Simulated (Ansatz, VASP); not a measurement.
Si: VASP beside Ansatz

```
CELL_PARAMETERS angstrom
2.61130 0.00000 0.00000
-1.30565 2.26145 0.00000
0.00000 0.00000 4.67799
ATOMIC_POSITIONS crystal
Si 0.33333 0.66667 0.25000
Si 0.66667 0.33333 0.75000
```

Change from the starting cell: strain -0.015 along x and y, +0.030 along z, atoms carried along.

Alike in both runs: task single point; functional LDA; k mesh 24 × 24 × 14; occupations gaussian, width 0.15 eV; no spin polarisation.

```csv
,VASP,Ansatz
version,VASP 6.6.1,Ansatz 0.2.0
potentials or method,"VASP PAW LDA potentials, release 64 (Si), cutoff 520 eV","scalar-relativistic, plane waves, PAW"
valence electrons in the cell,8,8
```

Ansatz gave:

```
gap on the k mesh at the Fermi level (eV)                     : none
pressure (GPa)                                                : 0.5
traceless stress, the component that is largest in VASP (GPa) : -2.55
```

Problem. Estimate VASP's values.

Solution. gap on the k mesh at the Fermi level (eV): none; pressure (GPa): 0.5; traceless stress, the component that is largest in VASP (GPa): -2.56.

LDA's correlation is that of Perdew and Zunger in VASP and of Perdew and Wang (1992) in Ansatz. A gap of «none» marks a metal or a gap that the smearing closes.
